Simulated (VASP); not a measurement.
Input of a VASP 6.6.1 run:

File POSCAR:

```
RbBr
1.0
    0.0000000000      2.8315336397      2.8315336397
    2.8315336397      0.0000000000      2.8315336397
    2.8315336397      2.8315336397      0.0000000000
Rb Br
1 1
Direct
    0.0000000000      0.0000000000      0.0000000000
    0.5000000000      0.5000000000      0.5000000000
```

File INCAR.step1:

```
  PREC = Accurate
  ENCUT = 520
  ISMEAR = -1
  SIGMA = 0.03
  LREAL = False
  LASPH = True
  NELM = 80
  NBANDS = 15
  GGA = PE
  ALGO = Normal
  EDIFF = 1E-4
  LWAVE = True
  LCHARG = False
```

Contents of INCAR.step2:

```
  PREC = Accurate
  ENCUT = 520
  EDIFF = 1E-6
  ISMEAR = -1
  SIGMA = 0.03
  LREAL = False
  LASPH = True
  NELM = 80
  ALGO = Normal
  ISIF = 2
  LWAVE = False
  LCHARG = False
  METAGGA = R2SCAN
  LMIXTAU = True
  NBANDS = 15
  ISTART = 1
```

File KPOINTS:

```
Automatic mesh
0
Gamma
  7 7 7
```

Potentials or basis: VASP PAW PBE potentials, release 64 (Rb_sv, Br).

Command:

```sh
$ cat potpaw_PBE.64/Rb_sv/POTCAR potpaw_PBE.64/Br/POTCAR > POTCAR
$ cp INCAR.step1 INCAR
$ mpirun -np 1 vasp_std > vasp.out
$ cp INCAR.step2 INCAR
$ mpirun -np 1 vasp_std > vasp.out
```

Predict the band gap on the k mesh.

4.47 eV.

What does it give for the pressure?

38.8 GPa.

Caveat: the cell stands under pressure; the PAW data sets were made with another functional, which shifts forces and pressure a little; an odd mesh through Γ misses points on the zone boundary, where band edges can lie.
